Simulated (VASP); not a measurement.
# BN (Cmcm) in VASP: notebook, part 3 of 3

VASP 6.6.1.

## Step 5: Single point, LDA (normal strain along x +0.0367, normal strain along z +0.0733)

File INCAR:

```
SYSTEM = BN
PREC     = Accurate       ! precision mode
ENCUT    = 520            ! plane-wave cutoff, eV
EDIFF    = 1E-6           ! SCF threshold, eV
ISMEAR   = 0              ! smearing method
SIGMA    = 0.05           ! smearing width, eV
LREAL    = .False.        ! projectors in reciprocal space
LASPH    = .True.         ! aspherical terms in the spheres
NELM     = 60             ! most SCF steps
ALGO     = Normal         ! electronic algorithm
ISIF     = 2              ! what is computed and relaxed
LWAVE    = .False.        ! write WAVECAR
LCHARG   = .True.         ! write CHGCAR
GGA      = CA             ! functional
LELF     = .True.         ! ELF
LVHAR    = .True.       
NBANDS   = 16             ! bands
```

File KPOINTS:

```
regular mesh
0
Gamma
  12 12 4
  0 0 0
```

File POSCAR:

```
BN
1.0
    2.5796742231      0.0000000000      0.0000000000
   -1.2898371116      2.1549757989      0.0000000000
    0.0000000000      0.0000000000      6.9713748937
B N
2 2
Direct
    0.3404938140      0.6809876279      0.2500000000
    0.6595061860      0.3190123721      0.7500000000
    0.3239849285      0.6479698571      0.7500000000
    0.6760150715      0.3520301429      0.2500000000
```

Potentials or basis: VASP PAW LDA potentials, release 64 (B, N).

The run is started by

```sh
$ cat potpaw_LDA.64/B/POTCAR potpaw_LDA.64/N/POTCAR > POTCAR
$ mpirun -np 1 vasp_std > vasp.out
```

OUTCAR:

```text
SYSTEM = BN
   PREC = Accurate
   ENCUT = 520
   EDIFF = 1E-6
   ISMEAR = 0
   LREAL = .False.
   LASPH = .True.
   NELM = 60
   ISIF = 2
   GGA = CA

 ion  position               nearest neighbor table
   1  0.340  0.681  0.250-   4 1.45   4 1.47   4 1.47
   2  0.660  0.319  0.750-   3 1.45   3 1.47   3 1.47
   3  0.324  0.648  0.750-   2 1.45   2 1.47   2 1.47
   4  0.676  0.352  0.250-   1 1.45   1 1.47   1 1.47

  Warning from LATTYP: Monoclinic adjustment (A1->A3, A2->A1, A3->A2)!
  LATTYP: Found a base centered orthorhombic cell.
 ALAT       =     2.5796742231
 B/A-ratio  =     1.6707348390
[... 657 lines left out ...]
  --------------------------------------------------------------------------------------
  -------------------------------------------------------------------------------------
  Total       -6.7308005     -1.4031110     -0.3406101      0.0000000     -0.0000000      0.0000000
  in kB     -278.2605247    -58.0065352    -14.0812894      0.0000000     -0.0000000      0.0000000
  external PRESSURE =    -116.7827831 kB  Pullay stress =       0.0000000 kB

 VOLUME and BASIS-vectors are now :
 -----------------------------------------------------------------------------
  energy-cutoff  :      520.00
  volume of cell :       38.75
      direct lattice vectors                 reciprocal lattice vectors
     2.579674223  0.000000000  0.000000000     0.387645847  0.232021167  0.000000000
    -1.289837112  2.154975799  0.000000000     0.000000000  0.464042334  0.000000000
     0.000000000  0.000000000  6.971374894     0.000000000  0.000000000  0.143443727

 POSITION                                       TOTAL-FORCE (eV/Angst)
 -----------------------------------------------------------------------------------
      0.00000      1.46751      1.74284         0.000000     -0.012421     -0.000000
      1.28984      0.68746      5.22853        -0.000000      0.012421      0.000000
     -0.00000      1.39636      5.22853         0.000000     -0.012178     -0.000000
      1.28984      0.75862      1.74284        -0.000000      0.012178     -0.000000
 -----------------------------------------------------------------------------------
    total drift:                               -0.000000      0.000000      0.000000

  FREE ENERGIE OF THE ION-ELECTRON SYSTEM (eV)
  ---------------------------------------------------
  free  energy   TOTEN  =       -38.4501795837 eV

  energy  without entropy=      -38.4501795837  energy(sigma->0) =      -38.45017958
```

OSZICAR:

```text
N       E                     dE             d eps       ncg     rms          rms(c)
DAV:   1     0.447234932929E+02    0.44723E+02   -0.78754E+03  4128   0.916E+02
DAV:   2    -0.390465157075E+02   -0.83770E+02   -0.75613E+02  5720   0.205E+02
DAV:   3    -0.421981419354E+02   -0.31516E+01   -0.31381E+01  5400   0.397E+01
DAV:   4    -0.422172392115E+02   -0.19097E-01   -0.19093E-01  5224   0.350E+00
DAV:   5    -0.422174373552E+02   -0.19814E-03   -0.19814E-03  5336   0.335E-01    0.107E+01
DAV:   6    -0.388880556586E+02    0.33294E+01   -0.58138E+00  5072   0.178E+01    0.463E+00
DAV:   7    -0.385718002807E+02    0.31626E+00   -0.41136E-01  5704   0.442E+00    0.292E+00
DAV:   8    -0.384560342820E+02    0.11577E+00   -0.28818E-01  5392   0.352E+00    0.493E-01
DAV:   9    -0.384501365943E+02    0.58977E-02   -0.17265E-02  4696   0.992E-01    0.179E-01
DAV:  10    -0.384501568408E+02   -0.20246E-04   -0.79039E-04  5520   0.209E-01    0.285E-02
DAV:  11    -0.384501768710E+02   -0.20030E-04   -0.21609E-05  4904   0.376E-02    0.174E-02
DAV:  12    -0.384501796579E+02   -0.27868E-05   -0.65930E-06  4840   0.173E-02    0.274E-03
DAV:  13    -0.384501795837E+02    0.74202E-07   -0.41782E-07  3256   0.478E-03
   1 F= -.38450180E+02 E0= -.38450180E+02  d E =-.418816E-20
```

It took 35 s on 1 thread of Intel Xeon 6975P-C (Granite Rapids), shared host; peak memory 0.18 GiB.

What came out:

```
Free energy            : -38.4502 eV
Pressure               : -11.7 GPa
Largest force          : 0.012 eV/Å
Band gap on the k mesh : 4.03 eV (least direct gap 4.41 eV)
```

Forces in eV/Å, atoms in the order of the input:
```
B    0.000 -0.012  0.000
B    0.000  0.012  0.000
N    0.000 -0.012  0.000
N    0.000  0.012  0.000
```

Levels at points of the mesh, in eV from the valence-band top:
| k point | band 5 | band 6 | band 7 | band 8 | band 9 | band 10 | band 11 | band 12 |
| --- | --- | --- | --- | --- | --- | --- | --- | --- |
| (0.00, 0.00, 0.00) | -1.57 | -1.55 | -1.24 | -1.22 | 4.62 | 9.31 | 10.78 | 10.89 |
| (0.50, 0.00, 0.00) | -3.92 | -3.88 | -1.43 | -0.62 | 4.03 | 5.15 | 9.33 | 9.94 |
| (0.00, 0.50, 0.00) | -4.51 | -4.47 | -1.16 | -0.33 | 4.15 | 5.37 | 8.55 | 8.82 |
| (0.00, 0.00, 0.50) | -1.56 | -1.56 | -1.23 | -1.23 | 6.73 | 6.73 | 10.94 | 10.94 |
| (0.50, 0.00, 0.50) | -3.90 | -3.90 | -1.01 | -1.01 | 4.41 | 4.41 | 9.82 | 9.82 |
| (0.00, 0.50, 0.50) | -4.49 | -4.49 | -0.74 | -0.74 | 4.61 | 4.61 | 8.79 | 8.79 |

Caveat: the cell differs from its parent crystal (normal strain along x +0.0367, normal strain along z +0.0733); the cell stands under tension.

## Step 6: Single point, LDA (normal strain along x +0.0367, normal strain along z +0.1100)

File INCAR:

```
SYSTEM = BN
  PREC = Accurate
  ENCUT = 520
  EDIFF = 1E-7
  ISMEAR = 0
  SIGMA = 0.05
  LREAL = .FALSE.
  LASPH = .TRUE.
  NELM = 60
  ALGO = Normal
  ISIF = 2
  LWAVE = .FALSE.
  LCHARG = .FALSE.
  GGA = CA
  NBANDS = 16
```

File KPOINTS:

```
regular mesh
0
G
  12 12 4
  0 0 0
```

File POSCAR:

```
BN
1.0
    2.5796742231      0.0000000000      0.0000000000
   -1.2898371116      2.1549757989      0.0000000000
    0.0000000000      0.0000000000      7.2097513575
B N
2 2
Direct
    0.3397336550      0.6794673100      0.2500000000
    0.6602663450      0.3205326900      0.7500000000
    0.3247338013      0.6494676026      0.7500000000
    0.6752661987      0.3505323974      0.2500000000
```

Potentials or basis: VASP PAW LDA potentials, release 64 (B, N).

The run is started by

```sh
$ cat potpaw_LDA.64/B/POTCAR potpaw_LDA.64/N/POTCAR > POTCAR
$ mpirun -np 1 vasp_std > vasp.out
```

Run time: 36 s. Hardware: 1 thread of Intel Xeon 6975P-C (Granite Rapids), shared host; peak memory 0.18 GiB.

The run converged. Its results:

```yaml
Free_energy: -38.4390 eV
Pressure: -11.4 GPa
Largest_force: 0.010 eV/Å
Band_gap_on_the_k_mesh: 4.10 eV (least direct gap 4.44 eV)
```

Forces on the atoms (eV/Å):
```
B    0.000 -0.010  0.000
B    0.000  0.010  0.000
N    0.000 -0.010  0.000
N    0.000  0.010  0.000
```

Stress tensor (GPa, compression positive):
```
-26.97   0.00   0.00
  0.00  -5.66   0.00
  0.00   0.00  -1.56
```

Levels at points of the mesh, in eV from the valence-band top:
```tsv
k point	band 5	band 6	band 7	band 8	band 9	band 10	band 11	band 12
(0.00, 0.00, 0.00)	-1.55	-1.53	-1.21	-1.20	4.48	8.95	10.70	10.93
(0.50, 0.00, 0.00)	-3.89	-3.86	-1.32	-0.65	4.10	5.07	9.34	9.98
(0.00, 0.50, 0.00)	-4.48	-4.45	-1.05	-0.37	4.25	5.28	8.56	8.86
(0.00, 0.00, 0.50)	-1.54	-1.54	-1.20	-1.20	6.43	6.43	10.96	10.96
(0.50, 0.00, 0.50)	-3.88	-3.88	-0.98	-0.98	4.45	4.45	9.82	9.82
(0.00, 0.50, 0.50)	-4.47	-4.47	-0.71	-0.71	4.65	4.65	8.80	8.80
```

Caveat: the cell differs from its parent crystal (normal strain along x +0.0367, normal strain along z +0.1100); the cell stands under tension.

## Step 7: The runs side by side

```tsv
cell	gap on the mesh (eV)	pressure (GPa)	largest force (eV/Å)
a = 2.580, b = 2.511, c = 6.734 Å, angles 90.0, 90.0, 120.9°, 4 atoms, atomic positions A	3.93	-11.9	0.01
a = 2.671, b = 2.535, c = 6.495 Å, angles 90.0, 90.0, 121.8°, 4 atoms, atomic positions B	3.68	-22.1	0.01
a = 2.671, b = 2.535, c = 6.734 Å, angles 90.0, 90.0, 121.8°, 4 atoms, atomic positions B	3.77	-21.6	0.01
a = 2.580, b = 2.511, c = 6.971 Å, angles 90.0, 90.0, 120.9°, 4 atoms, atomic positions A	4.03	-11.7	0.01
a = 2.580, b = 2.511, c = 7.210 Å, angles 90.0, 90.0, 120.9°, 4 atoms, atomic positions A	4.10	-11.4	0.01
```

Alike in all rows: task single point; level LDA; potentials or basis VASP PAW LDA potentials, release 64 (B, N); no spin polarisation; k mesh 12 × 12 × 4; cutoff (eV) 520; smearing gaussian 0.05 eV.

Caveats: the cell stands under tension.

Total energies depend on the potentials used, so only differences within one code and one set of settings carry meaning.
